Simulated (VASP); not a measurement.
# ZrS in VASP: a series of runs

ZrS is run at these levels: PBEsol; tasks: single point.

Everything below comes from runs of VASP 6.6.1. Logs are shortened: lines on timing, memory, paths and dates and some standing lists are left out, and cuts for length are marked.

### Step 1. The cell of the first run

The structure is cubic, space group Fm-3m (No. 225). The conventional cell has a = 5.089 Å, b = 5.089 Å, c = 5.089 Å, α = 90.00°, β = 90.00°, γ = 90.00°. Within 3.4 Å of Zr (site symmetry m-3m) lie 6 S at 2.54 Å. Within 3.4 Å of S (site symmetry m-3m) lie 6 Zr at 2.54 Å.

### Step 2. Single point, PBEsol (strain -0.015 along x and y, -0.015 along z)

Contents of INCAR:

```
SYSTEM = ZrS
PREC = Accurate
ENCUT = 520
EDIFF = 1E-6
ISMEAR = 0
SIGMA = 0.15
LREAL = .False.
LASPH = .True.
NELM = 80
ALGO = Normal
ISIF = 2
LWAVE = .False.
LCHARG = .False.
GGA = PS
NBANDS = 16
```

Contents of KPOINTS:

```
Automatic mesh
0
Gamma
  20 20 20
  0 0 0
```

Contents of POSCAR:

```
ZrS
1.0
    0.0000000000      2.5443292198      2.5443292198
    2.5443292198      0.0000000000      2.5443292198
    2.5443292198      2.5443292198      0.0000000000
Zr S
1 1
Direct
    0.0000000000      0.0000000000      0.0000000000
    0.5000000000      0.5000000000      0.5000000000
```

Potentials or basis: VASP PAW PBE potentials, release 64 (Zr_sv, S).

Started as:

```console
cat potpaw_PBE.64/Zr_sv/POTCAR potpaw_PBE.64/S/POTCAR > POTCAR
mpirun -np 1 vasp_std > vasp.out
```

OUTCAR:

```text
SYSTEM = ZrS
   PREC = Accurate
   ENCUT = 520
   EDIFF = 1E-6
   ISMEAR = 0
   LREAL = .False.
   LASPH = .True.
   NELM = 80
   ISIF = 2
   GGA = PS

 ion  position               nearest neighbor table
   1  0.000  0.000  0.000-   2 2.54   2 2.54   2 2.54   2 2.54   2 2.54   2 2.54
   2  0.500  0.500  0.500-   1 2.54   1 2.54   1 2.54   1 2.54   1 2.54   1 2.54

  LATTYP: Found a face centered cubic cell.
 ALAT       =     5.0886584396

  Lattice vectors:

 A1 = (   0.0000000000,   2.5443292198,   2.5443292198)
 A2 = (   2.5443292198,   0.0000000000,   2.5443292198)
 A3 = (   2.5443292198,   2.5443292198,   0.0000000000)

Analysis of symmetry for initial positions (statically):
=====================================================================
 Subroutine PRICEL returns:
 Original cell was already a primitive cell.

 Routine SETGRP: Setting up the symmetry group for a
 face centered cubic supercell.

 Subroutine GETGRP returns: Found 48 space group operations
 (whereof 48 operations were pure point group operations)
 out of a pool of 48 trial point group operations.

The static configuration has the point symmetry O_h .

Analysis of symmetry for dynamics (positions and initial velocities):
=====================================================================
 Subroutine PRICEL returns:
 Original cell was already a primitive cell.

 Routine SETGRP: Setting up the symmetry group for a
 face centered cubic supercell.

 Subroutine GETGRP returns: Found 48 space group operations
 (whereof 48 operations were pure point group operations)
 out of a pool of 48 trial point group operations.

The dynamic configuration has the point symmetry O_h .

 Subroutine INISYM returns: Found 48 space group operations
 (whereof 48 operations are pure point group operations),
 and found     1 'primitive' translations

----------------------------------------------------------------------------------------

                                     Primitive cell

  volume of cell :      32.9420

  direct lattice vectors                    reciprocal lattice vectors
     0.000000000  2.544329220  2.544329220    -0.196515449  0.196515449  0.196515449
     2.544329220  0.000000000  2.544329220     0.196515449 -0.196515449  0.196515449
     2.544329220  2.544329220  0.000000000     0.196515449  0.196515449 -0.196515449

  length of vectors
[... 74 lines left out ...]
   ISTART =      0    job   : 0-new  1-cont  2-samecut
   ICHARG =      2    charge: 1-file 2-atom 10-const
   ISPIN  =      1    spin polarized calculation?
   LNONCOLLINEAR =      F non collinear calculations
   LSORBIT =      F    spin-orbit coupling
   LASPH  =      T    aspherical Exc in radial PAW
   ENCUT  =  520.0 eV  38.22 Ry    6.18 a.u.   6.69  6.69  6.69*2*pi/ulx,y,z
   NELM   =     80;   NELMIN=  2; NELMDL= -5     # of ELM steps
   EDIFF  = 0.1E-05   stopping-criterion for ELM
   LREAL  =      F    real-space projection
   EDIFFG = 0.1E-04   stopping-criterion for IOM
   NSW    =      0    number of steps for IOM
   IBRION =     -1    ionic relax: 0-MD 1-quasi-New 2-CG
   NFREE  =      0    steps in history (QN), initial steepest desc. (CG)
   ISIF   =      2    stress and relaxation
   ISYM   =      2    0-nonsym 1-usesym 2-fastsym
   POTIM  = 0.5000    time-step for ionic-motion
   TEBEG  =    0.0;   TEEND  =   0.0 temperature during run
   PSTRESS=    0.0 pullay stress
   NELECT =      18.0000    total number of electrons
   NUPDOWN=      -1.0000    fix difference up-down
   EMIN   =  10.00;   EMAX   =-10.00  energy-range for DOS
   EFERMI =   0.00;   METHOD = LEGACY
   ISMEAR =     0;   SIGMA  =   0.15  broadening in eV -4-tet -1-fermi 0-gaus
   EFERMI_NEDOS =   21; number of points for ismear=-14 and -15
   IALGO  =     38    algorithm
   IMIX   =      4    mixing-type and parameters
     AMIX     =   0.40;   BMIX     =  1.00
     AMIX_MAG =   1.60;   BMIX_MAG =  1.00
  volume/ion in A,a.u.               =      16.47       111.15
  Fermi-wavevector in a.u.,A,eV,Ry     =   1.338389  2.529188 24.371914  1.791285
  Thomas-Fermi vector in A             =   2.466863
   LORBIT       =      0    0 simple, 1 ext, 2 COOP (PROOUT), +10 PAW based schemes
   GGA     = PS    functional components
   LHFCALC =     F    Hartree Fock is set to
   AEXX    =    0.0000 exact exchange contribution
   IVDW    =     0    specifies the selected vdW correction
   LEPSILON=     F    determine dielectric tensor
   LRPA    =     F    only Hartree local field effects (RPA)
 non-spin polarized calculation
 Gauss-broadening in eV      SIGMA  =   0.15
  energy-cutoff  :      520.00
  volume of cell :       32.94
 maximum number of plane-waves:       907
   NGX = 13   NGY = 13   NGZ = 13

 number of electron      18.0000000 magnetization

 Free energy of the ion-electron system (eV)
  ---------------------------------------------------
  ext. energy  EPLUGINS =         0.00000000
  ---------------------------------------------------
  free energy    TOTEN  =       -16.48248701 eV

  energy without entropy =      -16.47012548  energy(sigma->0) =      -16.47630624

 E-fermi :  11.7849     XC(G=0): -11.9161

 val. band max:       11.7646326354   @ k =   0.1000   0.0000   0.0000
 cond. band min:      11.7906875926   @ k =  -0.2500   0.2500   0.0500
 fundamental gap:      0.0260549572
 Fermi energy:        11.7848872933

 k-point     1 :       0.0000    0.0000    0.0000
  band No.  band energies     occupation
      1     -37.8770      2.00000
      2     -15.8783      2.00000
      3     -15.8783      2.00000
      4     -15.8783      2.00000
      5      -4.4503      2.00000
      6       8.2774      2.00000
[... 433 lines left out ...]
      3     -15.9278      2.00000
      4     -15.9108      2.00000
      5      -2.9114      2.00000
      6       3.9752      2.00000
[... 8 lines left out ...]
     15      19.5825      0.00000
     16      19.7710      0.00000

 [... further k-points ...]
[... 5 lines left out ...]
  --------------------------------------------------------------------------------------
  -------------------------------------------------------------------------------------
  Total        1.5766480      1.5766480      1.5766480      0.0000000     -0.0000000      0.0000000
  in kB       76.6823487     76.6823487     76.6823487      0.0000000     -0.0000000      0.0000000
  external PRESSURE =      76.6823487 kB  Pullay stress =       0.0000000 kB

 VOLUME and BASIS-vectors are now :
 -----------------------------------------------------------------------------
  energy-cutoff  :      520.00
  volume of cell :       32.94
      direct lattice vectors                 reciprocal lattice vectors
     0.000000000  2.544329220  2.544329220    -0.196515449  0.196515449  0.196515449
     2.544329220  0.000000000  2.544329220     0.196515449 -0.196515449  0.196515449
     2.544329220  2.544329220  0.000000000     0.196515449  0.196515449 -0.196515449

 POSITION                                       TOTAL-FORCE (eV/Angst)
 -----------------------------------------------------------------------------------
      0.00000      0.00000      0.00000         0.000000      0.000000      0.000000
      2.54433      2.54433      2.54433         0.000000      0.000000     -0.000000
 -----------------------------------------------------------------------------------
    total drift:                                0.000000      0.000000      0.000000

  FREE ENERGIE OF THE ION-ELECTRON SYSTEM (eV)
  ---------------------------------------------------
  free  energy   TOTEN  =       -16.4824870057 eV

  energy  without entropy=      -16.4701254779  energy(sigma->0) =      -16.47630624
```

OSZICAR:

```text
N       E                     dE             d eps       ncg     rms          rms(c)
DAV:   1     0.121876087536E+03    0.12188E+03   -0.96946E+03  8200   0.111E+03
DAV:   2    -0.123072137299E+02   -0.13418E+03   -0.12933E+03 10656   0.286E+02
DAV:   3    -0.172591283283E+02   -0.49519E+01   -0.49201E+01 12808   0.485E+01
DAV:   4    -0.173429408720E+02   -0.83813E-01   -0.83782E-01 10328   0.571E+00
DAV:   5    -0.173443817229E+02   -0.14409E-02   -0.14408E-02 12080   0.603E-01    0.190E+01
DAV:   6    -0.165217140796E+02    0.82267E+00   -0.17112E+00 10224   0.955E+00    0.882E+00
DAV:   7    -0.164876316507E+02    0.34082E-01   -0.20638E-01 11960   0.299E+00    0.326E+00
DAV:   8    -0.164831049973E+02    0.45267E-02   -0.29010E-02  9632   0.119E+00    0.408E-01
DAV:   9    -0.164826276650E+02    0.47733E-03   -0.43290E-03  9800   0.421E-01    0.172E-01
DAV:  10    -0.164825109137E+02    0.11675E-03   -0.45981E-04 10320   0.209E-01    0.636E-02
DAV:  11    -0.164824869391E+02    0.23975E-04   -0.86039E-05 10632   0.573E-02    0.373E-02
DAV:  12    -0.164824870057E+02   -0.66698E-07   -0.35252E-06 10112   0.130E-02
   1 F= -.16482487E+02 E0= -.16476306E+02  d E =-.123615E-01
```

It took 2 min on 1 thread of Intel Xeon Platinum 8259CL at 2.50GHz (Skylake/Cascade Lake), shared host; peak memory 0.26 GiB.

What came out:

```
Free energy            : -16.4825 eV
Pressure               : 7.7 GPa
Band gap on the k mesh : zero (bands 9 and 10 overlap by 3.28 eV)
```

Levels at points of the mesh, in eV from the Fermi level:
| k point | band 6 | band 7 | band 8 | band 9 | band 10 | band 11 | band 12 | band 13 |
| --- | --- | --- | --- | --- | --- | --- | --- | --- |
| (0.00, 0.00, 0.00) | -3.51 | -3.51 | -3.51 | -1.57 | -1.57 | -1.57 | -0.79 | -0.79 |
| (0.50, 0.00, 0.00) | -8.49 | -6.33 | -6.33 | 1.71 | 1.71 | 1.98 | 2.13 | 6.06 |
| (0.50, 0.50, 0.00) | -6.37 | -4.48 | -4.48 | -3.90 | 0.57 | 2.75 | 2.75 | 3.25 |

Caveat: the cell differs from its parent crystal (strain -0.015 along x and y, -0.015 along z); the cell stands under pressure; the PAW data sets were made with another functional, which shifts forces and pressure a little.

### Step 3. Single point, PBEsol (strain -0.030 along x and y, -0.015 along z)

Contents of INCAR:

```
SYSTEM = ZrS
ALGO = Normal
EDIFF = 1E-6
ENCUT = 520
GGA = PS
ISIF = 2
ISMEAR = 0
LASPH = .True.
LCHARG = .False.
LREAL = .False.
LWAVE = .False.
NBANDS = 16
NELM = 80
PREC = Accurate
SIGMA = 0.15
```

Contents of KPOINTS:

```
k-points
0
Gamma
  20 20 20
  0 0 0
```

Contents of POSCAR:

```
ZrS
1.0
    0.0000000000      2.5055830895      2.5443292198
    2.5055830895      0.0000000000      2.5443292198
    2.5055830895      2.5055830895      0.0000000000
Zr S
1 1
Direct
    0.0000000000      0.0000000000      0.0000000000
    0.5000000000      0.5000000000      0.5000000000
```

Potentials or basis: VASP PAW PBE potentials, release 64 (Zr_sv, S).

Started as:

```console
cat potpaw_PBE.64/Zr_sv/POTCAR potpaw_PBE.64/S/POTCAR > POTCAR
mpirun -np 1 vasp_std > vasp.out
```

Run time: 6.3 min. Hardware: 1 thread of Intel Xeon Platinum 8259CL at 2.50GHz (Skylake/Cascade Lake), shared host; peak memory 0.42 GiB.

The run converged. Its results:

```
Free energy            : -16.4097 eV
Pressure               : 13.7 GPa
Band gap on the k mesh : zero (bands 9 and 10 overlap by 3.34 eV)
```

Stress tensor (GPa, compression positive):
```
15.88  0.00  0.00
 0.00 15.88  0.00
 0.00  0.00  9.35
```

Levels at points of the mesh, in eV from the Fermi level:
| k point | band 7 | band 8 | band 9 | band 10 | band 11 | band 12 |
| --- | --- | --- | --- | --- | --- | --- |
| (0.00, 0.00, 0.00) | -3.47 | -3.47 | -1.76 | -1.58 | -1.58 | -0.87 |
| (0.50, 0.00, 0.00) | -6.45 | -6.45 | 1.76 | 1.83 | 2.01 | 2.26 |
| (0.50, 0.50, 0.00) | -4.42 | -4.42 | -4.07 | 0.54 | 2.90 | 2.90 |
| (0.50, 0.00, 0.50) | -4.52 | -4.48 | -4.05 | 0.62 | 2.81 | 2.94 |

Caveat: the cell differs from its parent crystal (strain -0.030 along x and y, -0.015 along z); the stress differs along the axes, from 9 to 16 GPa; the PAW data sets were made with another functional, which shifts forces and pressure a little.

### Step 4. Single point, PBEsol (strain -0.030 along x and y, +0.000 along z)

Contents of INCAR:

```
SYSTEM = ZrS
ALGO = Normal
EDIFF = 1E-6
ENCUT = 520
GGA = PS
ISIF = 2
ISMEAR = 0
LASPH = .TRUE.
LCHARG = .FALSE.
LREAL = .FALSE.
LWAVE = .FALSE.
NBANDS = 16
NELM = 80
PREC = Accurate
SIGMA = 0.15
```

Contents of KPOINTS:

```
k-points
0
G
  20 20 20
  0 0 0
```

Contents of POSCAR:

```
ZrS
1.0
    0.0000000000      2.5055830895      2.5830753500
    2.5055830895      0.0000000000      2.5830753500
    2.5055830895      2.5055830895      0.0000000000
Zr S
1 1
Direct
    0.0000000000      0.0000000000      0.0000000000
    0.5000000000      0.5000000000      0.5000000000
```

Started as:

```console
cat potpaw_PBE.64/Zr_sv/POTCAR potpaw_PBE.64/S/POTCAR > POTCAR
mpirun -np 1 vasp_std > vasp.out
```

Wall time 4.8 min (1 thread of Intel Xeon Platinum 8259CL at 2.50GHz (Skylake/Cascade Lake), shared host); peak memory 0.42 GiB.

Results (log left out):

| Item | Value |
| --- | --- |
| Free energy | -16.4287 eV |
| Pressure | 11.0 GPa |
| Band gap on the k mesh | zero (bands 9 and 10 overlap by 3.27 eV) |

Stress tensor (GPa, compression positive):
```
14.93  0.00  0.00
 0.00 14.93  0.00
 0.00  0.00  3.18
```

Levels at points of the mesh, in eV from the Fermi level:
```csv
k point,band 7,band 8,band 9,band 10,band 11,band 12
"(0.00, 0.00, 0.00)",-3.45,-3.45,-1.83,-1.47,-1.47,-0.91
"(0.50, 0.00, 0.00)",-6.39,-6.38,1.70,1.83,1.99,2.22
"(0.50, 0.50, 0.00)",-4.36,-4.36,-4.00,0.48,2.84,2.84
"(0.50, 0.00, 0.50)",-4.55,-4.48,-3.96,0.63,2.67,2.94
```

Caveat: the cell differs from its parent crystal (strain -0.030 along x and y, +0.000 along z); the stress differs along the axes, from 3 to 15 GPa; the PAW data sets were made with another functional, which shifts forces and pressure a little.

(Continued in part 2 of 2.)

The gap in the log of VASP goes by the Fermi energy; the results here count the filled bands.